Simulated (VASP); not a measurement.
A run of VASP 6.6.1 is set up as follows.

Contents of INCAR:

```
SYSTEM = Tm3C2
PREC = Accurate
ENCUT = 600
EDIFF = 1E-6
ISMEAR = 0
SIGMA = 0.1
LREAL = .FALSE.
LASPH = .TRUE.
NELM = 200
ALGO = Normal
ISIF = 2
LWAVE = .FALSE.
LCHARG = .FALSE.
GGA = PE
NBANDS = 26
GGA_COMPAT = .FALSE.
LMAXMIX = 6
```

Contents of KPOINTS:

```
Automatic mesh
0
G
  4 4 4
  0 0 0
```

Contents of POSCAR:

```
Tm3C2
1.0
    4.7570836500      0.0000000000      0.0000000000
    0.0000000000      4.7570836500      0.0000000000
    0.0000000000      0.0000000000      4.7570836500
Tm C
3 2
Direct
    0.5000000000      0.0000000000      0.0000000000
    0.0000000000      0.5000000000      0.0000000000
    0.0000000000      0.0000000000      0.5000000000
    0.0000000000      0.0000000000      0.0000000000
    0.5000000000      0.5000000000      0.5000000000
```

Potentials or basis: VASP PAW PBE potentials, release 64 (Tm_3, C), 4f in core.

The run is started by

```sh
$ cat potpaw_PBE.64/Tm_3/POTCAR potpaw_PBE.64/C/POTCAR > POTCAR
$ mpirun -np 1 vasp_std > vasp.out
```

(1) What does it give for the band gap on the k mesh?

(2) What does it give for the pressure?

Answers

(1) zero (an odd number of electrons rules out a gap without spin polarisation).

(2) -6.4 GPa.

Caveat: the cell stands under tension; spin-orbit coupling is left out, which moves the levels of the heavy elements; the 4f electrons are frozen in the core, so they carry no moment and show no levels.
